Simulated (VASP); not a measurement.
Input of a VASP 6.6.1 run:

The input INCAR:

```
PREC = Accurate ; ENCUT = 600
EDIFF = 1E-6 ; ISMEAR = -1
SIGMA = 0.06122561905347299 ; LREAL = F
LASPH = T ; NELM = 120
ALGO = Normal ; ISIF = 2
LWAVE = F ; LCHARG = F
GGA = PE ; NBANDS = 15
GGA_COMPAT = F
```

The input KPOINTS:

```
Automatic mesh
0
Gamma
  17 17 17
```

File POSCAR:

```
BaO
1.0
    0.0000000000      2.7297560755      2.7297560755
    2.7297560755      0.0000000000      2.7297560755
    2.7297560755      2.7297560755      0.0000000000
Ba O
1 1
Direct
    0.0000000000      0.0000000000      0.0000000000
    0.5000000000      0.5000000000      0.5000000000
```

Potentials or basis: VASP PAW PBE potentials, release 64 (Ba_sv, O).

Command:

```bash
$ cat potpaw_PBE.64/Ba_sv/POTCAR potpaw_PBE.64/O/POTCAR > POTCAR
$ mpirun -np 1 vasp_std > vasp.out
```

Task: Estimate the band gap on the k mesh.

Result: 1.84 eV (least direct gap 1.88 eV).

Task: What does it give for the pressure?

Result: 6.9 GPa.

Caveat: the cell stands under pressure; spin-orbit coupling is left out, which moves the levels of the heavy elements; an odd mesh through Γ misses points on the zone boundary, where band edges can lie.
